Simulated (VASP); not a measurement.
# Be2ZnO3 (P4mm) in VASP: single point with PBE

Aim: the single point of Be2ZnO3 with PBE.

Program: VASP 6.6.1. These are calculated values, not measurements. Logs are shortened: lines on timing, memory, paths and dates and some standing lists are left out, and cuts for length are marked.

## (1) The cell of the first run

It takes space group P4mm (No. 99, tetragonal). The conventional cell has a = 3.505 Å, b = 3.505 Å, c = 4.873 Å, α = 90.00°, β = 90.00°, γ = 90.00°. Be (site symmetry 2mm) has 3 O at 1.51 to 1.85 Å within 2.0 Å. Within 2.6 Å of Zn (site symmetry 4mm) lie 4 O at 1.96 Å. O (site symmetry 2mm) has 1 Be at 1.51 Å and 2 Zn at 1.96 Å within 2.0 Å. O (site symmetry 4mm) has 4 Be at 1.85 Å within 2.5 Å.

The cell was generated, and may not be a known phase.

## (2) Single point, PBE

File INCAR:

```
  PREC = Accurate
  ENCUT = 1340
  EDIFF = 1E-6
  ISMEAR = 0
  SIGMA = 0.15
  LREAL = F
  LASPH = T
  NELM = 120
  ALGO = Normal
  ISIF = 2
  LWAVE = F
  LCHARG = F
  GGA = PE
  NBANDS = 26
  GGA_COMPAT = F
```

File KPOINTS:

```
regular mesh
0
Gamma
  3 3 3
```

File POSCAR:

```
Be2ZnO3
1.0
    3.5051838229      0.0000000000      0.0000000000
    0.0000000000      3.5051838229      0.0000000000
    0.0000000000      0.0000000000      4.8726204776
Be Zn O
2 1 3
Direct
    0.5000000000      0.0000000000      0.9975357045
    0.0000000000      0.5000000000      0.9975357045
    0.5000000000      0.5000000000      0.4872492746
    0.5000000000      0.0000000000      0.3078915176
    0.0000000000      0.5000000000      0.3078915176
    0.0000000000      0.0000000000      0.8751366812
```

Potentials or basis: VASP PAW PBE potentials, release 64 (Be, Zn, O_h).

Command:

```console
$ cat potpaw_PBE.64/Be/POTCAR potpaw_PBE.64/Zn/POTCAR potpaw_PBE.64/O_h/POTCAR > POTCAR
$ mpirun -np 1 vasp_std > vasp.out
```

OUTCAR:

```text
PREC = Accurate
   ENCUT = 1340
   EDIFF = 1E-6
   ISMEAR = 0
   LREAL = F
   LASPH = T
   NELM = 120
   ISIF = 2
   GGA = PE

 ion  position               nearest neighbor table
   1  0.500  0.000  0.998-   4 1.51   6 1.85   6 1.85
   2  0.000  0.500  0.998-   5 1.51   6 1.85   6 1.85
   3  0.500  0.500  0.487-   4 1.96   5 1.96   4 1.96   5 1.96
   4  0.500  0.000  0.308-   1 1.51   3 1.96   3 1.96
   5  0.000  0.500  0.308-   2 1.51   3 1.96   3 1.96
   6  0.000  0.000  0.875-   1 1.85   2 1.85   2 1.85   1 1.85

  LATTYP: Found a simple tetragonal cell.
 ALAT       =     3.5051838229
 C/A-ratio  =     1.3901183857

  Lattice vectors:

 A1 = (   3.5051838229,   0.0000000000,   0.0000000000)
 A2 = (   0.0000000000,   3.5051838229,   0.0000000000)
 A3 = (   0.0000000000,   0.0000000000,   4.8726204776)

Analysis of symmetry for initial positions (statically):
=====================================================================
 Subroutine PRICEL returns:
 Original cell was already a primitive cell.

 Routine SETGRP: Setting up the symmetry group for a
 simple tetragonal supercell.

 Subroutine GETGRP returns: Found  8 space group operations
 (whereof  8 operations were pure point group operations)
 out of a pool of 16 trial point group operations.

The static configuration has the point symmetry C_4v.

Analysis of symmetry for dynamics (positions and initial velocities):
=====================================================================
 Subroutine PRICEL returns:
 Original cell was already a primitive cell.

 Routine SETGRP: Setting up the symmetry group for a
 simple tetragonal supercell.

 Subroutine GETGRP returns: Found  8 space group operations
 (whereof  8 operations were pure point group operations)
 out of a pool of 16 trial point group operations.

The dynamic configuration has the point symmetry C_4v.

 Subroutine INISYM returns: Found  8 space group operations
 (whereof  8 operations are pure point group operations),
 and found     1 'primitive' translations

----------------------------------------------------------------------------------------

                                     Primitive cell

  volume of cell :      59.8665

  direct lattice vectors                    reciprocal lattice vectors
     3.505183823  0.000000000  0.000000000     0.285291742  0.000000000  0.000000000
     0.000000000  3.505183823  0.000000000     0.000000000  0.285291742  0.000000000
     0.000000000  0.000000000  4.872620478     0.000000000  0.000000000  0.205228379

  length of vectors
     3.505183823  3.505183823  4.872620478     0.285291742  0.285291742  0.205228379

  position of ions in fractional coordinates (direct lattice)
     0.500000000  0.000000000  0.997535705
     0.000000000  0.500000000  0.997535705
     0.500000000  0.500000000  0.487249275
     0.500000000  0.000000000  0.307891518
     0.000000000  0.500000000  0.307891518
     0.000000000  0.000000000  0.875136681

  ion indices of the primitive-cell ions
   primitive index   ion index
                 1           1
                 2           2
                 3           3
                 4           4
                 5           5
                 6           6

----------------------------------------------------------------------------------------

 KPOINTS: regular mesh

Automatic generation of k-mesh.
 Grid dimensions read from file:
 generate k-points for:    3    3    3

 Generating k-lattice:

  Cartesian coordinates                     Fractional coordinates (reciprocal lattice)
     0.095097247  0.000000000  0.000000000     0.333333333  0.000000000  0.000000000
     0.000000000  0.095097247  0.000000000     0.000000000  0.333333333  0.000000000
     0.000000000  0.000000000  0.068409460     0.000000000  0.000000000  0.333333333

  Length of vectors
     0.095097247  0.095097247  0.068409460

  Shift w.r.t. Gamma in fractional coordinates (k-lattice)
     0.000000000  0.000000000  0.000000000

 Subroutine IBZKPT returns following result:
 ===========================================

 Found      6 irreducible k-points:

 Following reciprocal coordinates:
            Coordinates               Weight
  0.000000  0.000000  0.000000      1.000000
  0.333333  0.000000  0.000000      4.000000
  0.333333  0.333333  0.000000      4.000000
  0.000000  0.000000  0.333333      2.000000
  0.333333  0.000000  0.333333      8.000000
  0.333333  0.333333  0.333333      8.000000
   k-points           NKPTS =      6   k-points in BZ     NKDIM =      6   number of bands    NBANDS=     26
   number of dos      NEDOS =    301   number of ions     NIONS =      6
   total plane-waves  NPLWV = 105840
   dimension x,y,z NGX =    42 NGY =   42 NGZ =   60
   dimension x,y,z NGXF=    84 NGYF=   84 NGZF=  120
   ions per type =               2   1   3
   NGX,Y,Z   is equivalent  to a cutoff of  19.92, 19.92, 20.47 a.u.
   NGXF,Y,Z  is equivalent  to a cutoff of  39.84, 39.84, 40.94 a.u.
 SYSTEM =  unknown system
   PREC   = accura    normal or accurate (medium, high low for compatibility)
   ISTART =      0    job   : 0-new  1-cont  2-samecut
   ICHARG =      2    charge: 1-file 2-atom 10-const
   ISPIN  =      1    spin polarized calculation?
   LNONCOLLINEAR =      F non collinear calculations
   LSORBIT =      F    spin-orbit coupling
   LASPH  =      T    aspherical Exc in radial PAW
   ENCUT  = 1340.0 eV  98.49 Ry    9.92 a.u.  10.46 10.46 14.54*2*pi/ulx,y,z
   NELM   =    120;   NELMIN=  2; NELMDL= -5     # of ELM steps
   EDIFF  = 0.1E-05   stopping-criterion for ELM
   LREAL  =      F    real-space projection
   EDIFFG = 0.1E-04   stopping-criterion for IOM
   NSW    =      0    number of steps for IOM
   IBRION =     -1    ionic relax: 0-MD 1-quasi-New 2-CG
   NFREE  =      0    steps in history (QN), initial steepest desc. (CG)
   ISIF   =      2    stress and relaxation
   ISYM   =      2    0-nonsym 1-usesym 2-fastsym
   POTIM  = 0.5000    time-step for ionic-motion
   TEBEG  =    0.0;   TEEND  =   0.0 temperature during run
   PSTRESS=    0.0 pullay stress
   NELECT =      34.0000    total number of electrons
   NUPDOWN=      -1.0000    fix difference up-down
   EMIN   =  10.00;   EMAX   =-10.00  energy-range for DOS
   EFERMI =   0.00;   METHOD = LEGACY
   ISMEAR =     0;   SIGMA  =   0.15  broadening in eV -4-tet -1-fermi 0-gaus
   EFERMI_NEDOS =   21; number of points for ismear=-14 and -15
   IALGO  =     38    algorithm
   IMIX   =      4    mixing-type and parameters
     AMIX     =   0.40;   BMIX     =  1.00
     AMIX_MAG =   1.60;   BMIX_MAG =  1.00
  volume/ion in A,a.u.               =       9.98        67.33
  Fermi-wavevector in a.u.,A,eV,Ry     =   1.355730  2.561957 25.007545  1.838003
  Thomas-Fermi vector in A             =   2.482793
   LORBIT       =      0    0 simple, 1 ext, 2 COOP (PROOUT), +10 PAW based schemes
   GGA     = PE    functional components
   LHFCALC =     F    Hartree Fock is set to
   AEXX    =    0.0000 exact exchange contribution
   IVDW    =     0    specifies the selected vdW correction
   LEPSILON=     F    determine dielectric tensor
   LRPA    =     F    only Hartree local field effects (RPA)
 non-spin polarized calculation
 Gauss-broadening in eV      SIGMA  =   0.15
  energy-cutoff  :     1340.00
  volume of cell :       59.87
 maximum number of plane-waves:      6681
 NGX is ok and might be reduce to    42
   NGX = 21   NGY = 21   NGZ = 29

 number of electron      34.0000000 magnetization

 Free energy of the ion-electron system (eV)
  ---------------------------------------------------
  ext. energy  EPLUGINS =         0.00000000
  ---------------------------------------------------
  free energy    TOTEN  =       -29.66284800 eV

  energy without entropy =      -29.63987471  energy(sigma->0) =      -29.65136136

 E-fermi :   3.1276     XC(G=0): -10.5271

 val. band max:        2.9406897586   @ k =   0.3333   0.3333   0.3333
 cond. band min:       3.2523354626   @ k =   0.3333   0.3333   0.0000
 fundamental gap:      0.3116457040
 Fermi energy:         3.1275709974

 k-point     1 :       0.0000    0.0000    0.0000
  band No.  band energies     occupation
      1     -16.1850      2.00000
      2     -15.0037      2.00000
      3     -13.6929      2.00000
      4      -3.9075      2.00000
      5      -3.4859      2.00000
      6      -3.4859      2.00000
[... 18 lines left out ...]
     25      13.7000      0.00000
     26      13.9637      0.00000

 k-point     2 :       0.3333    0.0000    0.0000
  band No.  band energies     occupation
      1     -15.7300      2.00000
      2     -14.9310      2.00000
      3     -14.2190      2.00000
      4      -3.8124      2.00000
      5      -3.3144      2.00000
      6      -3.1815      2.00000
[... 18 lines left out ...]
     25      14.1304      0.00000
     26      15.5731      0.00000

 k-point     3 :       0.3333    0.3333    0.0000
  band No.  band energies     occupation
      1     -15.4478      2.00000
      2     -14.8165      2.00000
      3     -14.4288      2.00000
      4      -4.0571      2.00000
      5      -3.1189      2.00000
      6      -2.8836      2.00000
[... 18 lines left out ...]
     25      14.5151      0.00000
     26      15.7810      0.00000

 k-point     4 :       0.0000    0.0000    0.3333
  band No.  band energies     occupation
      1     -16.0727      2.00000
      2     -15.1562      2.00000
      3     -13.6949      2.00000
      4      -3.6617      2.00000
      5      -3.5568      2.00000
      6      -3.5568      2.00000
[... 18 lines left out ...]
     25      14.9071      0.00000
     26      14.9071      0.00000

 k-point     5 :       0.3333    0.0000    0.3333
  band No.  band energies     occupation
      1     -15.6349      2.00000
      2     -15.0346      2.00000
      3     -14.2316      2.00000
      4      -3.9360      2.00000
      5      -3.3470      2.00000
      6      -3.0892      2.00000
[... 18 lines left out ...]
     25      15.0310      0.00000
     26      15.4517      0.00000

 k-point     6 :       0.3333    0.3333    0.3333
  band No.  band energies     occupation
      1     -15.3925      2.00000
      2     -14.8767      2.00000
      3     -14.4284      2.00000
      4      -3.8509      2.00000
      5      -3.2634      2.00000
      6      -3.0998      2.00000
[... 18 lines left out ...]
     25      15.3288      0.00000
     26      15.7519      0.00000

------------------------ aborting loop because EDIFF is reached ----------------------------------------

  FORCE on cell =-STRESS in cart. coord.  units (eV):
  Direction    XX          YY          ZZ          XY          YZ          ZX
  --------------------------------------------------------------------------------------
  -------------------------------------------------------------------------------------
  Total       -0.0241744     -0.0241744     -0.2425661      0.0000000      0.0000000      0.0000000
  in kB       -0.6469662     -0.6469662     -6.4916704      0.0000000      0.0000000      0.0000000
  external PRESSURE =      -2.5952009 kB  Pullay stress =       0.0000000 kB

 VOLUME and BASIS-vectors are now :
 -----------------------------------------------------------------------------
  energy-cutoff  :     1340.00
  volume of cell :       59.87
      direct lattice vectors                 reciprocal lattice vectors
     3.505183823  0.000000000  0.000000000     0.285291742  0.000000000  0.000000000
     0.000000000  3.505183823  0.000000000     0.000000000  0.285291742  0.000000000
     0.000000000  0.000000000  4.872620478     0.000000000  0.000000000  0.205228379

 POSITION                                       TOTAL-FORCE (eV/Angst)
 -----------------------------------------------------------------------------------
      1.75259      0.00000      4.86061         0.000000      0.000000     -0.006982
      0.00000      1.75259      4.86061         0.000000     -0.000000     -0.006982
      1.75259      1.75259      2.37418         0.000000     -0.000000      0.066618
      1.75259      0.00000      1.50024         0.000000     -0.000000     -0.038220
      0.00000      1.75259      1.50024        -0.000000     -0.000000     -0.038220
      0.00000      0.00000      4.26421         0.000000     -0.000000      0.023788
 -----------------------------------------------------------------------------------
    total drift:                                0.000000      0.000000      0.000949

  FREE ENERGIE OF THE ION-ELECTRON SYSTEM (eV)
  ---------------------------------------------------
  free  energy   TOTEN  =       -29.6628480036 eV

  energy  without entropy=      -29.6398747078  energy(sigma->0) =      -29.65136136
```

It took 49 s on 1 thread of AMD EPYC 7R43 (Zen 3), shared host; peak memory 0.29 GiB.

What came out:

```yaml
Free_energy: -29.6628 eV
Pressure: -0.3 GPa
Largest_force: 0.067 eV/Å
Band_gap_on_the_k_mesh: zero (bands 17 and 18 overlap by 0.54 eV)
```

Forces in eV/Å, atoms in the order of the input:
```
Be   0.000  0.000 -0.007
Be   0.000  0.000 -0.007
Zn   0.000  0.000  0.067
O    0.000  0.000 -0.038
O    0.000  0.000 -0.038
O    0.000  0.000  0.024
```

Caveat: the k points lie up to 0.60 Å⁻¹ apart, too coarse for converged energies and pressures of a metal; semilocal functionals underestimate gaps, and a narrow one can read as zero.

The gap in the log of VASP goes by the Fermi energy; the results here count the filled bands.